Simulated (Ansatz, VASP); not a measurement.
**Si: VASP beside Ansatz**

```
Si
1.0
     0.00000    2.71550    2.71550
     2.71550    0.00000    2.71550
     2.71550    2.71550    0.00000
Si
2
Direct
  0.00000 0.00000 0.00000
  0.25000 0.25000 0.25000
```

Alike in both runs: task relaxation of cell and atoms; functional PBEsol; k mesh 14 × 14 × 14; occupations gaussian, width 0.02 eV; no spin polarisation.

|  | VASP | Ansatz |
| --- | --- | --- |
| version | VASP 6.6.1 | Ansatz 0.2.0 |
| potentials or method | VASP PAW PBE potentials, release 64 (Si), cutoff 500 eV | scalar-relativistic, plane waves, PAW |
| valence electrons in the cell | 8 | 8 |

```csv
,VASP,Ansatz,Ansatz less VASP
"gap on the k mesh at the Fermi level, each at its own relaxed structure (eV)",0.46,0.47,+0.004
relaxed volume (Å³/atom),20.07,20.05,-0.023
relaxed cell length with the largest relative difference (Å),3.844,3.842,-0.0015
```

VASP's potentials were made for PBE, not for PBEsol, and Ansatz warns of the same on its side.
